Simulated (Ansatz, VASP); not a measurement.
# PbO: VASP beside Ansatz

```
Pb O
1.0
     4.26033    0.00000    0.00000
    -2.13016    3.68955    0.00000
     0.00000    0.00000    5.27676
Pb O
2 2
Cartesian
  0.0000 2.4597 1.3192
  2.1302 1.2299 3.9576
  2.1302 1.2299 1.3192
  0.0000 2.4597 3.9576
```

Alike in both runs: task single point; functional PBEsol; k mesh 6 × 6 × 4; occupations gaussian, width 0.2 eV; no spin polarisation.

```csv
,VASP,Ansatz
version,VASP 6.6.1,Ansatz 0.2.0
potentials or method,"VASP PAW PBE potentials, release 64 (Pb_d, O)",plane waves
plane-wave cutoff (eV),520,420
valence electrons in the cell,40,40
```

```csv
,VASP,Ansatz,Ansatz less VASP
pressure (GPa),-1.3,-1.2,+0.03
"traceless stress, the component that is largest in VASP (GPa)",-0.10,-0.07,+0.028
```

VASP's potentials were made for PBE, not for PBEsol.

Neither program's run includes spin-orbit coupling.
